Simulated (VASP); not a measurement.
**P: single point with PBE**

Crystal: P.

```
P
1.0
    -1.35339    1.35339    1.35339
     1.35339   -1.35339    1.35339
     1.35339    1.35339   -1.35339
P
1
Direct
  0.00000 0.00000 0.00000
```

```yaml
Program: VASP 6.6.1
Task: single point
Functional: PBE
Potentials_or_basis: VASP PAW PBE potentials, release 64 (P)
Cutoff: 520 eV
k_mesh: 20 × 20 × 20
Occupations: fermi-dirac, width 0.08 eV
Spin: no spin polarisation
```

```
Pressure : 70.7 GPa
```

Levels at points of the mesh, in eV from the Fermi level:
| k point | band 1 | band 2 | band 3 | band 4 | band 5 | band 6 |
| --- | --- | --- | --- | --- | --- | --- |
| (0.00, 0.00, 0.00) | -20.95 | 11.44 | 11.44 | 11.44 | 12.93 | 12.93 |
| (0.50, 0.00, 0.00) | -11.48 | -11.24 | 3.94 | 6.73 | 7.44 | 9.98 |
| (0.50, 0.50, 0.50) | -3.63 | -3.63 | -3.63 | -0.82 | 0.17 | 0.17 |

Wall time 17 s on 1 thread of Intel(R) Xeon(R) Platinum 8175M CPU @ 2.50GHz (Skylake/Cascade Lake) (shared host), peak memory 0.12 GiB.
